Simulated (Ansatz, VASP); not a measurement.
# BN in VASP and in Ansatz

File INCAR:

```
  ALGO = Normal
  EDIFF = 1E-6
  ENCUT = 520
  GGA = PS
  ISIF = 2
  ISMEAR = 0
  LASPH = True
  LCHARG = True
  LELF = True
  LREAL = False
  LVHAR = True
  LWAVE = False
  NBANDS = 26
  NELM = 80
  PREC = Accurate
  SIGMA = 0.05
```

The input KPOINTS:

```
k-points
0
Gamma
  6 6 10
```

POSCAR

```
BN
1.0
    4.4312000000      0.0000000000      0.0000000000
    0.0000000000      4.4312000000      0.0000000000
    0.0000000000      0.0000000000      2.3858000000
B N
4 4
Direct
    0.1741337327      0.8258662673      0.5000000000
    0.3258662673      0.3258662673      0.0000000000
    0.6741337327      0.6741337327      0.0000000000
    0.8258662673      0.1741337327      0.5000000000
    0.8123909516      0.8123909516      0.5000000000
    0.3123909516      0.6876090484      0.0000000000
    0.6876090484      0.3123909516      0.0000000000
    0.1876090484      0.1876090484      0.5000000000
```

Input for Ansatz:

```yaml
crystal:
  lattice:
    - [4.4312, 0.0, 0.0]
    - [0.0, 4.4312, 0.0]
    - [0.0, 0.0, 2.3858]
  atoms:
    - { symbol: B, position: [0.1741337327, 0.8258662673, 0.5] }
    - { symbol: B, position: [0.3258662673, 0.3258662673, 0.0] }
    - { symbol: B, position: [0.6741337327, 0.6741337327, 0.0] }
    - { symbol: B, position: [0.8258662673, 0.1741337327, 0.5] }
    - { symbol: "N", position: [0.8123909516, 0.8123909516, 0.5] }
    - { symbol: "N", position: [0.3123909516, 0.6876090484, 0.0] }
    - { symbol: "N", position: [0.6876090484, 0.3123909516, 0.0] }
    - { symbol: "N", position: [0.1876090484, 0.1876090484, 0.5] }
basis:
  ecutwfc: 520.0
kpoints:
  mp_grid: { grid: [6, 6, 10] }
hamiltonian:
  xc: pbesol
  pseudopotentials: { kind: paw, azcp: { folder: soft_1 } }
scf:
  occupations: { method: gaussian, width: 0.05 }
output:
  forces: true
  stress: true
  eigenvalues: true
```

Alike in both runs: task single point; functional PBEsol; k mesh 6 × 6 × 10; occupations gaussian, width 0.05 eV; no spin polarisation.

|  | VASP | Ansatz |
| --- | --- | --- |
| version | VASP 6.6.1 | Ansatz 0.2.0 |
| potentials or method | VASP PAW PBE potentials, release 64 (B, N), cutoff 520 eV | scalar-relativistic, plane waves, PAW |
| valence electrons in the cell | 32 | 32 |

VASP gave:

* gap on the k mesh at the Fermi level (eV): 4.49
* least direct gap on the mesh (eV): 5.83
* pressure (GPa): 23.8
* traceless stress, the component that is largest in VASP (GPa): 47.95
* rms of the force components (eV/Å): 0.358

**Question.** Estimate Ansatz's values.

**Answer.** gap on the k mesh at the Fermi level (eV): 4.50; least direct gap on the mesh (eV): 5.84; pressure (GPa): 23.0; traceless stress, the component that is largest in VASP (GPa): 47.50; rms of the force components (eV/Å): 0.346.

VASP's potentials were made for PBE, not for PBEsol, and Ansatz warns of the same on its side. Atom by atom the forces differ by 0.014 eV/Å (rms over components).
